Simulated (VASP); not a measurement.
# Ca in VASP: relaxation of the atoms with PBE

Aim: the relaxation of the atoms of Ca with PBE.

All numbers are computed with VASP 6.6.1; they aren't measurements. Logs are shortened: lines on timing, memory, paths and dates and some standing lists are left out, and cuts for length are marked.

## (1) The cell of the first run

The cell holds a slab with vacuum, 2 atoms: a = 3.907 Å, b = 3.907 Å, c = 17.190 Å, α = 90.00°, β = 90.00°, γ = 120.00°.

## (2) Relaxation of the atoms, PBE

The input, INCAR:

```
ALGO     = Normal         # electronic algorithm
DIPOL    = 0.5 0.5 0.500
EDIFF    = 1E-6           # SCF threshold, eV
EDIFFG   = -0.03          # ionic threshold
ENCUT    = 520            # plane-wave cutoff, eV
GGA      = PE             # functional
IBRION   = 2              # ionic algorithm
IDIPOL   = 3            
ISIF     = 2              # what is computed and relaxed
ISMEAR   = 0              # smearing method
LASPH    = True           # aspherical terms in the spheres
LCHARG   = False          # write CHGCAR
LDIPOL   = True         
LREAL    = False          # projectors in reciprocal space
LWAVE    = False          # write WAVECAR
NELM     = 80             # most SCF steps
NSW      = 70             # ionic steps
PREC     = Accurate       # precision mode
SIGMA    = 0.1            # smearing width, eV
```

The input, KPOINTS:

```
k-points
0
Gamma
  9 9 1
```

The input, POSCAR:

```
Ca
1.0
    3.9066179666      0.0000000000      0.0000000000
   -1.9533089833      3.3832304020      0.0000000000
    0.0000000000      0.0000000000     17.1897402127
Ca
2
Selective dynamics
Direct
    0.6666666667      0.3333333333      0.4072196504  F F F
    0.3333333333      0.6666666667      0.5927803496  T T T
```

Potentials or basis: VASP PAW PBE potentials, release 64 (Ca_sv).

Started as:

```sh
> cat potpaw_PBE.64/Ca_sv/POTCAR > POTCAR
> mpirun -np 1 vasp_std > vasp.out
```

OUTCAR:

```text
EDIFF = 1E-6
   EDIFFG = -0.03
   ENCUT = 520
   GGA = PE
   IBRION = 2
   ISIF = 2
   ISMEAR = 0
   LASPH = True
   LREAL = False
   NELM = 80
   NSW = 70
   PREC = Accurate

 ion  position               nearest neighbor table
   1  0.667  0.333  0.407-
   2  0.333  0.667  0.593-

  LATTYP: Found a hexagonal cell.
 ALAT       =     3.9066179666
 C/A-ratio  =     4.4001590019

  Lattice vectors:

 A1 = (   3.9066179666,   0.0000000000,   0.0000000000)
 A2 = (  -1.9533089833,   3.3832304020,   0.0000000000)
 A3 = (   0.0000000000,   0.0000000000,  17.1897402127)

Analysis of symmetry for initial positions (statically):
=====================================================================
 Subroutine PRICEL returns:
 Original cell was already a primitive cell.

 Routine SETGRP: Setting up the symmetry group for a
 hexagonal supercell.

 Subroutine GETGRP returns: Found 12 space group operations
 (whereof 12 operations were pure point group operations)
 out of a pool of 24 trial point group operations.

The static configuration has the point symmetry D_3d.

Analysis of symmetry for dynamics (positions and initial velocities):
=====================================================================
 Subroutine PRICEL returns:
 Original cell was already a primitive cell.

 Routine SETGRP: Setting up the symmetry group for a
 hexagonal supercell.

 Subroutine GETGRP returns: Found 12 space group operations
 (whereof 12 operations were pure point group operations)
 out of a pool of 24 trial point group operations.

The dynamic configuration has the point symmetry D_3d.

Analysis of constrained symmetry for selective dynamics:
=====================================================================
 Subroutine PRICEL returns:
 Original cell was already a primitive cell.

 Routine SETGRP: Setting up the symmetry group for a
 hexagonal supercell.

 Subroutine GETGRP returns: Found  6 space group operations
 (whereof  6 operations were pure point group operations)
 out of a pool of 24 trial point group operations.

The constrained configuration has the point symmetry C_3v.

 Subroutine INISYM returns: Found  6 space group operations
 (whereof  6 operations are pure point group operations),
 and found     1 'primitive' translations

[... 112 lines left out ...]
 conjugate gradient relaxation of ions
 non-spin polarized calculation
 Gauss-broadening in eV      SIGMA  =   0.10
  energy-cutoff  :      520.00
  volume of cell :      227.20
 maximum number of plane-waves:      6153
 NGX is ok and might be reduce to    30
   NGX = 15   NGY = 15   NGZ = 63

--------------------------------------- Ionic step        1  -------------------------------------------

 number of electron      19.9999997 magnetization

 Free energy of the ion-electron system (eV)
  ---------------------------------------------------
  ext. energy  EPLUGINS =         0.00000000
  ---------------------------------------------------
  free energy    TOTEN  =        -3.10384945 eV

  energy without entropy =       -3.08493275  energy(sigma->0) =       -3.09439110

------------------------ aborting loop because EDIFF is reached ----------------------------------------

  FORCE on cell =-STRESS in cart. coord.  units (eV):
  Direction    XX          YY          ZZ          XY          YZ          ZX
  --------------------------------------------------------------------------------------
  -------------------------------------------------------------------------------------
  Total       -0.0453658     -0.0453658     -0.4597846      0.0000000      0.0000000      0.0000000
  in kB       -0.3199172     -0.3199172     -3.2423748      0.0000000      0.0000000      0.0000000
  external PRESSURE =      -1.2940698 kB  Pullay stress =       0.0000000 kB
[... 197 lines left out ...]
  FREE ENERGIE OF THE ION-ELECTRON SYSTEM (eV)
  ---------------------------------------------------
  free  energy   TOTEN  =        -3.1097940274 eV

  energy  without entropy=       -3.0987633191  energy(sigma->0) =       -3.10427867

 dipolmoment           0.000000      0.000000      0.000030 electrons x Angstroem

--------------------------------------- Ionic step        7  -------------------------------------------

 number of electron      19.9999995 magnetization

 dipolmoment           0.000000      0.000000     -0.000075 electrons x Angstroem

 Free energy of the ion-electron system (eV)
  ---------------------------------------------------
  ext. energy  EPLUGINS =         0.00000000
  ---------------------------------------------------
  free energy    TOTEN  =        -3.11820627 eV

  energy without entropy =       -3.10263065  energy(sigma->0) =       -3.11041846

 E-fermi :  -0.8537     XC(G=0):  -3.7668

 val. band max:       -0.8659942394   @ k =   0.3333   0.3333   0.0000
 cond. band min:      -0.8275887887   @ k =   0.1111   0.0000   0.0000
 fundamental gap:      0.0384054507
 Fermi energy:        -0.8536800477

 k-point     1 :       0.0000    0.0000    0.0000
  band No.  band energies     occupation
      1     -43.2109      2.00000
      2     -43.1998      2.00000
      3     -24.3088      2.00000
      4     -24.2148      2.00000
      5     -24.1107      2.00000
      6     -24.1107      2.00000
      7     -24.0952      2.00000
      8     -24.0952      2.00000
      9      -4.5375      2.00000
     10      -3.0697      2.00000
     11      -0.8935      1.42712
     12      -0.2570      0.00000
     13       0.8208      0.00000
     14       1.2183      0.00000
[... 175 lines left out ...]
      3     -24.2565      2.00000
      4     -24.2564      2.00000
      5     -24.1913      2.00000
      6     -24.1659      2.00000
      7     -24.1659      2.00000
      8     -24.1599      2.00000
      9      -1.0410      1.99194
     10      -0.8660      1.13864
     11      -0.8660      1.13825
     12       0.0489      0.00000
     13       0.2715      0.00000
     14       0.3397      0.00000

------------------------ aborting loop because EDIFF is reached ----------------------------------------

 vacuum level on the upper side and lower side of the slab       (xc-potential included)        -0.346        -0.325

  FORCE on cell =-STRESS in cart. coord.  units (eV):
  Direction    XX          YY          ZZ          XY          YZ          ZX
  --------------------------------------------------------------------------------------
  -------------------------------------------------------------------------------------
  Total        0.1671743      0.1671743     -0.0361503     -0.0000000     -0.0000000      0.0000000
  in kB        1.1789036      1.1789036     -0.2549296     -0.0000000     -0.0000000      0.0000000
  external PRESSURE =       0.7009592 kB  Pullay stress =       0.0000000 kB
[... 17 lines left out ...]
  FREE ENERGIE OF THE ION-ELECTRON SYSTEM (eV)
  ---------------------------------------------------
  free  energy   TOTEN  =        -3.1182062679 eV

  energy  without entropy=       -3.1026306531  energy(sigma->0) =       -3.11041846

 reached required accuracy - stopping structural energy minimisation

 vacuum level on the upper side and lower side of the slab         1.601         1.602
```

CONTCAR:

```text
Ca
   1.00000000000000
     3.9066179665999998    0.0000000000000000    0.0000000000000000
    -1.9533089832999999    3.3832304020000001    0.0000000000000000
     0.0000000000000000    0.0000000000000000   17.1897402126999985
  Ca
     2
Selective dynamics
Direct
     0.6666666667000030    0.3333333332999970    0.4072196504000019   F   F   F
     0.3333333332999970    0.6666666667000030    0.5822923253003839   T   T   T

  0.00000000E+00  0.00000000E+00  0.00000000E+00
  0.00000000E+00  0.00000000E+00  0.00000000E+00
```

It took 3.8 min on 1 thread of Intel Xeon Platinum 8259CL at 2.50GHz (Skylake/Cascade Lake), shared host; peak memory 0.34 GiB.

What came out:

```yaml
Free_energy: -3.1182 eV
Energy_gained_by_relaxing: 7.2 meV/atom
Ionic_steps: 7
Band_gap_on_the_k_mesh: zero (bands 10 and 11 overlap by 0.03 eV)
```

The path:
```
step  energy change (eV)  largest force on free atoms (eV/Å)  pressure (GPa)
   1              0.0000                              0.1395           -0.13
   2             -0.0009                              0.1359           -0.12
   3             -0.0036                              0.1244           -0.10
   4             -0.0081                              0.0994           -0.06
   5             -0.0137                              0.0364            0.03
   6             -0.0059                              0.1464            0.25
   7             -0.0144                              0.0070            0.07
```

Final structure:
```yaml
crystal:
  lattice:
    - [3.90662, 0.00000, 0.00000]
    - [-1.95331, 3.38323, 0.00000]
    - [0.00000, 0.00000, 17.18974]
  atoms:
    - { symbol: Ca, position: [0.66667, 0.33333, 0.40722] }
    - { symbol: Ca, position: [0.33333, 0.66667, 0.58229] }
```

Levels at points of the mesh, in eV from the Fermi level:
| k point | band 7 | band 8 | band 9 | band 10 | band 11 | band 12 | band 13 | band 14 |
| --- | --- | --- | --- | --- | --- | --- | --- | --- |
| (0.00, 0.00, 0.00) | -23.24 | -23.24 | -3.68 | -2.22 | -0.04 | 0.60 | 1.67 | 2.07 |

The gap in the log of VASP goes by the Fermi energy; the results here count the filled bands.